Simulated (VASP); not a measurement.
# BaMoC2 (P4/mmm) in VASP: notebook

BaMoC2 is run at these levels: PBE; tasks: single point.

Program: VASP 6.6.1. These are calculated values, not measurements. Logs are shortened: lines on timing, memory, paths and dates and some standing lists are left out, and cuts for length are marked.

## (1) The cell of the first run

Symmetry: P4/mmm, No. 123, tetragonal system. The conventional cell has a = 3.356 Å, b = 3.356 Å, c = 7.177 Å, α = 90.00°, β = 90.00°, γ = 90.00°. Within 4.4 Å of Ba (site symmetry 4/mmm) lie 4 Ba at 3.36 Å and 2 Mo at 3.59 Å and 8 C at 3.96 Å. Mo (site symmetry 4/mmm) has 4 C at 1.68 Å within 2.2 Å. C (site symmetry mmm) has 2 Mo at 1.68 Å within 2.2 Å.

## (2) Single point, PBE

The input, INCAR:

```
PREC     = Accurate       # precision mode
ENCUT    = 520            # plane-wave cutoff, eV
EDIFF    = 1E-7           # SCF threshold, eV
ISMEAR   = 0              # smearing method
SIGMA    = 0.1            # smearing width, eV
LREAL    = False          # projectors in reciprocal space
LASPH    = True           # aspherical terms in the spheres
NELM     = 100            # most SCF steps
ALGO     = Normal         # electronic algorithm
ISIF     = 2              # what is computed and relaxed
LWAVE    = False          # write WAVECAR
LCHARG   = True           # write CHGCAR
GGA      = PE             # functional
LELF     = True           # ELF
LVHAR    = True         
NBANDS   = 24             # bands
```

The input, KPOINTS:

```
regular mesh
0
Gamma
  6 6 4
```

The input, POSCAR:

```
BaMoC2
1.0
    3.3557068800      0.0000000000      0.0000000000
    0.0000000000      3.3557068800      0.0000000000
    0.0000000000      0.0000000000      7.1770586100
Ba Mo C
1 1 2
Direct
    0.5000000000      0.5000000000      0.0000000000
    0.5000000000      0.5000000000      0.5000000000
    0.0000000000      0.5000000000      0.5000000000
    0.5000000000      0.0000000000      0.5000000000
```

Potentials or basis: VASP PAW PBE potentials, release 64 (Ba_sv, Mo_sv, C).

Run with:

```bash
> cat potpaw_PBE.64/Ba_sv/POTCAR potpaw_PBE.64/Mo_sv/POTCAR potpaw_PBE.64/C/POTCAR > POTCAR
> mpirun -np 1 vasp_std > vasp.out
```

OUTCAR:

```text
PREC = Accurate
   ENCUT = 520
   EDIFF = 1E-7
   ISMEAR = 0
   LREAL = False
   LASPH = True
   NELM = 100
   ISIF = 2
   GGA = PE

 ion  position               nearest neighbor table
   1  0.500  0.500  0.000-   2 3.59   2 3.59
   2  0.500  0.500  0.500-   3 1.68   4 1.68   4 1.68   3 1.68   1 3.59   1 3.59
   3  0.000  0.500  0.500-   2 1.68   2 1.68
   4  0.500  0.000  0.500-   2 1.68   2 1.68

  LATTYP: Found a simple tetragonal cell.
 ALAT       =     3.3557068800
 C/A-ratio  =     2.1387620751

  Lattice vectors:

 A1 = (   3.3557068800,   0.0000000000,   0.0000000000)
 A2 = (   0.0000000000,   3.3557068800,   0.0000000000)
 A3 = (   0.0000000000,   0.0000000000,   7.1770586100)

Analysis of symmetry for initial positions (statically):
=====================================================================
 Subroutine PRICEL returns:
 Original cell was already a primitive cell.

 Routine SETGRP: Setting up the symmetry group for a
 simple tetragonal supercell.

 Subroutine GETGRP returns: Found 16 space group operations
 (whereof 16 operations were pure point group operations)
 out of a pool of 16 trial point group operations.

The static configuration has the point symmetry D_4h.

Analysis of symmetry for dynamics (positions and initial velocities):
=====================================================================
 Subroutine PRICEL returns:
 Original cell was already a primitive cell.

 Routine SETGRP: Setting up the symmetry group for a
 simple tetragonal supercell.

 Subroutine GETGRP returns: Found 16 space group operations
 (whereof 16 operations were pure point group operations)
 out of a pool of 16 trial point group operations.

The dynamic configuration has the point symmetry D_4h.

 Subroutine INISYM returns: Found 16 space group operations
 (whereof 16 operations are pure point group operations),
 and found     1 'primitive' translations

----------------------------------------------------------------------------------------

                                     Primitive cell

  volume of cell :      80.8192

  direct lattice vectors                    reciprocal lattice vectors
     3.355706880  0.000000000  0.000000000     0.297999806  0.000000000  0.000000000
[... 81 lines left out ...]
   PREC   = accura    normal or accurate (medium, high low for compatibility)
   ISTART =      0    job   : 0-new  1-cont  2-samecut
   ICHARG =      2    charge: 1-file 2-atom 10-const
   ISPIN  =      1    spin polarized calculation?
   LNONCOLLINEAR =      F non collinear calculations
   LSORBIT =      F    spin-orbit coupling
   LASPH  =      T    aspherical Exc in radial PAW
   ENCUT  =  520.0 eV  38.22 Ry    6.18 a.u.   6.24  6.24 13.34*2*pi/ulx,y,z
   NELM   =    100;   NELMIN=  2; NELMDL= -5     # of ELM steps
   EDIFF  = 0.1E-06   stopping-criterion for ELM
   LREAL  =      F    real-space projection
   EDIFFG = 0.1E-05   stopping-criterion for IOM
   NSW    =      0    number of steps for IOM
   IBRION =     -1    ionic relax: 0-MD 1-quasi-New 2-CG
   NFREE  =      0    steps in history (QN), initial steepest desc. (CG)
   ISIF   =      2    stress and relaxation
   ISYM   =      2    0-nonsym 1-usesym 2-fastsym
   POTIM  = 0.5000    time-step for ionic-motion
   TEBEG  =    0.0;   TEEND  =   0.0 temperature during run
   PSTRESS=    0.0 pullay stress
   NELECT =      32.0000    total number of electrons
   NUPDOWN=      -1.0000    fix difference up-down
   EMIN   =  10.00;   EMAX   =-10.00  energy-range for DOS
   EFERMI =   0.00;   METHOD = LEGACY
   ISMEAR =     0;   SIGMA  =   0.10  broadening in eV -4-tet -1-fermi 0-gaus
   EFERMI_NEDOS =   21; number of points for ismear=-14 and -15
   IALGO  =     38    algorithm
   IMIX   =      4    mixing-type and parameters
     AMIX     =   0.40;   BMIX     =  1.00
     AMIX_MAG =   1.60;   BMIX_MAG =  1.00
  volume/ion in A,a.u.               =      20.20       136.35
  Fermi-wavevector in a.u.,A,eV,Ry     =   1.202135  2.271706 19.662174  1.445129
  Thomas-Fermi vector in A             =   2.337925
   LORBIT       =      0    0 simple, 1 ext, 2 COOP (PROOUT), +10 PAW based schemes
   GGA     = PE    functional components
   LHFCALC =     F    Hartree Fock is set to
   AEXX    =    0.0000 exact exchange contribution
   IVDW    =     0    specifies the selected vdW correction
   LEPSILON=     F    determine dielectric tensor
   LRPA    =     F    only Hartree local field effects (RPA)
 non-spin polarized calculation
 Gauss-broadening in eV      SIGMA  =   0.10
  energy-cutoff  :      520.00
  volume of cell :       80.82
 maximum number of plane-waves:      2194
 NGX is ok and might be reduce to    28
   NGX = 13   NGY = 13   NGZ = 27

 number of electron      32.0000002 magnetization

 Free energy of the ion-electron system (eV)
  ---------------------------------------------------
  ext. energy  EPLUGINS =         0.00000000
  ---------------------------------------------------
  free energy    TOTEN  =       -17.97180982 eV

  energy without entropy =      -17.95068634  energy(sigma->0) =      -17.96124808

 E-fermi :   4.9260     XC(G=0):  -9.6004

 val. band max:        4.9229361873   @ k =   0.5000   0.0000   0.0000
 cond. band min:       4.9382597494   @ k =   0.5000   0.0000   0.2500
 fundamental gap:      0.0153235621
 Fermi energy:         4.9259736548

 k-point     1 :       0.0000    0.0000    0.0000
  band No.  band energies     occupation
      1     -55.5627      2.00000
      2     -30.8732      2.00000
      3     -30.8732      2.00000
      4     -29.2250      2.00000
      5     -24.4264      2.00000
      6      -9.5786      2.00000
[... 637 lines left out ...]
     23       8.3687      0.00000
     24      10.7888      0.00000

 [... further k-points ...]
[... 5 lines left out ...]
  --------------------------------------------------------------------------------------
  -------------------------------------------------------------------------------------
  Total       39.0163906     39.0163906     -1.7749915      0.0000000     -0.0000000      0.0000000
  in kB      773.4694111    773.4694111    -35.1878175      0.0000000     -0.0000000      0.0000000
  external PRESSURE =     503.9170016 kB  Pullay stress =       0.0000000 kB

 VOLUME and BASIS-vectors are now :
 -----------------------------------------------------------------------------
  energy-cutoff  :      520.00
  volume of cell :       80.82
      direct lattice vectors                 reciprocal lattice vectors
     3.355706880  0.000000000  0.000000000     0.297999806  0.000000000  0.000000000
     0.000000000  3.355706880  0.000000000     0.000000000  0.297999806  0.000000000
     0.000000000  0.000000000  7.177058610     0.000000000  0.000000000  0.139332846

 POSITION                                       TOTAL-FORCE (eV/Angst)
 -----------------------------------------------------------------------------------
      1.67785      1.67785      0.00000         0.000000      0.000000      0.000000
      1.67785      1.67785      3.58853         0.000000      0.000000      0.000000
      0.00000      1.67785      3.58853         0.000000      0.000000      0.000000
      1.67785      0.00000      3.58853         0.000000      0.000000      0.000000
 -----------------------------------------------------------------------------------
    total drift:                                0.000000      0.000000      0.000000

  FREE ENERGIE OF THE ION-ELECTRON SYSTEM (eV)
  ---------------------------------------------------
  free  energy   TOTEN  =       -17.9718098177 eV

  energy  without entropy=      -17.9506863401  energy(sigma->0) =      -17.96124808
```

OSZICAR:

```text
N       E                     dE             d eps       ncg     rms          rms(c)
DAV:   1     0.256192651126E+03    0.25619E+03   -0.17389E+04  1536   0.124E+03
DAV:   2    -0.984636572053E+01   -0.26604E+03   -0.25176E+03  1808   0.320E+02
DAV:   3    -0.228216875074E+02   -0.12975E+02   -0.12584E+02  2040   0.664E+01
[... 14 lines left out ...]
DAV:  18    -0.179718131838E+02    0.81374E-05   -0.11282E-05  1616   0.182E-02    0.268E-02
DAV:  19    -0.179718107167E+02    0.24670E-05   -0.60384E-06  1840   0.134E-02    0.119E-02
DAV:  20    -0.179718102362E+02    0.48052E-06   -0.28449E-07  1648   0.351E-03    0.890E-03
DAV:  21    -0.179718099004E+02    0.33585E-06   -0.22512E-07  1656   0.289E-03    0.397E-03
DAV:  22    -0.179718098177E+02    0.82661E-07   -0.73616E-08  1056   0.182E-03
   1 F= -.17971810E+02 E0= -.17961248E+02  d E =-.211235E-01
```

It took 38 s on 1 thread of Intel Xeon 6975P-C (Granite Rapids), shared host; peak memory 0.23 GiB.

Results:

```yaml
Free_energy: -17.9718 eV
Pressure: 50.4 GPa
Band_gap_on_the_k_mesh: zero (band 16 reaches 5.62 eV, above the bottom of band 17 at 4.20 eV)
```

Caveat: spin-orbit coupling is left out, which moves the levels of the heavy elements.

## (3) Single point, PBE

This run uses another cell than the first one, of 24.10 Å³/atom, 1.193 times its volume.

The input, INCAR:

```
PREC     = Accurate       # precision mode
ENCUT    = 520            # plane-wave cutoff, eV
EDIFF    = 1E-6           # SCF threshold, eV
ISMEAR   = 0              # smearing method
SIGMA    = 0.1            # smearing width, eV
LREAL    = F              # projectors in reciprocal space
LASPH    = T              # aspherical terms in the spheres
NELM     = 100            # most SCF steps
ALGO     = Normal         # electronic algorithm
ISIF     = 2              # what is computed and relaxed
LWAVE    = F              # write WAVECAR
LCHARG   = F              # write CHGCAR
GGA      = PE             # functional
NBANDS   = 24             # bands
```

The input, KPOINTS:

```
Automatic mesh
0
Gamma
  6 6 4
```

The input, POSCAR:

```
BaMoC2
1.0
    4.1102258396      0.0000000000      0.0000000000
    0.0000000000      4.1102258396      0.0000000000
    0.0000000000      0.0000000000      5.7052608463
Ba Mo C
1 1 2
Direct
    0.5000000000      0.5000000000      0.0000000000
    0.5000000000      0.5000000000      0.5000000000
    0.0000000000      0.5000000000      0.5000000000
    0.5000000000      0.0000000000      0.5000000000
```

Potentials or basis: VASP PAW PBE potentials, release 64 (Ba_sv, Mo_sv, C).

Run with:

```bash
> cat potpaw_PBE.64/Ba_sv/POTCAR potpaw_PBE.64/Mo_sv/POTCAR potpaw_PBE.64/C/POTCAR > POTCAR
> mpirun -np 1 vasp_std > vasp.out
```

It took 24 s on 1 thread of Intel Xeon 6975P-C (Granite Rapids), shared host; peak memory 0.24 GiB.

Results (log left out):

| Quantity | Value |
| --- | --- |
| Free energy | -25.3448 eV |
| Pressure | 0.7 GPa |
| Band gap on the k mesh | zero (band 16 reaches 4.22 eV, above the bottom of band 17 at 2.98 eV) |

Stress tensor (GPa, compression positive):
```
0.08 0.00 0.00
0.00 0.08 0.00
0.00 0.00 1.81
```

Levels at points of the mesh, in eV from the Fermi level:
```tsv
k point	band 14	band 15	band 16	band 17	band 18	band 19
(0.00, 0.00, 0.00)	-1.08	-0.83	-0.83	-0.53	0.10	0.15
(0.50, 0.00, 0.00)	-1.50	-0.74	-0.72	-0.29	0.10	0.79
(0.50, 0.50, 0.00)	-3.46	-3.46	-1.37	0.44	2.64	4.03
(0.00, 0.00, 0.50)	-0.77	-0.09	-0.09	0.12	0.51	1.21
(0.50, 0.00, 0.50)	-1.68	-0.29	-0.14	-0.01	1.47	1.50
(0.50, 0.50, 0.50)	-2.77	-2.77	-0.01	1.86	2.41	2.41
```

Caveat: spin-orbit coupling is left out, which moves the levels of the heavy elements.
